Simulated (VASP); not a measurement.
Input of a VASP 6.6.1 run:

Contents of INCAR:

```
SYSTEM = HC12
  PREC = Accurate
  ENCUT = 520
  EDIFF = 1E-6
  ISMEAR = 0
  SIGMA = 0.05
  LREAL = .False.
  LASPH = .True.
  NELM = 150
  ALGO = Normal
  ISIF = 2
  LWAVE = .False.
  LCHARG = .False.
  ISPIN = 2
  MAGMOM = 0 0 0 0 0 0 0 0 0 0 0 0 1
  LORBIT = 11
  LDIPOL = .True.
  IDIPOL = 3
  DIPOL = 0.5 0.5 0.300
  GGA = PE
  IVDW = 12
  NBANDS = 40
```

The input KPOINTS:

```
Automatic mesh
0
Gamma
  6 7 1
  0 0 0
```

File POSCAR:

```
HC12
1.0
    4.9311586502      0.0000000000      0.0000000000
    0.0000000000      4.0098697767      0.0000000000
    0.0000000000      0.0000000000     21.6014232414
C H
12 1
Direct
    0.2500000000      0.3776970832      0.1851729840
    0.7500000000      0.3776970832      0.1851729840
    0.0000000000      0.4720802753      0.2130426460
    0.5000000000      0.4720802753      0.2130426460
    0.0000000000      0.6609562027      0.2688143161
    0.5000000000      0.6609562027      0.2688143161
    0.2500000000      0.7503681903      0.2962457608
    0.7500000000      0.7503681903      0.2962457608
    0.2500000000      0.9412921293      0.3552728042
    0.7500000000      0.9412921293      0.3552728042
    0.0000000000      0.0234303656      0.3796705036
    0.5000000000      0.0234303656      0.3796705036
    0.2500000000      0.5234303656      0.5092915924
```

Potentials or basis: VASP PAW PBE potentials, release 64 (C, H).

Launch:

```bash
$ cat potpaw_PBE.64/C/POTCAR potpaw_PBE.64/H/POTCAR > POTCAR
$ mpirun -np 1 vasp_std > vasp.out
```

(1) Predict the largest force.

(2) Predict the band gap on the k mesh.

Results:

(1) 3.269 eV/Å.

(2) 0.03 eV (least direct gap 0.06 eV).

Caveat: a moment this small can come from the mesh or the smearing.
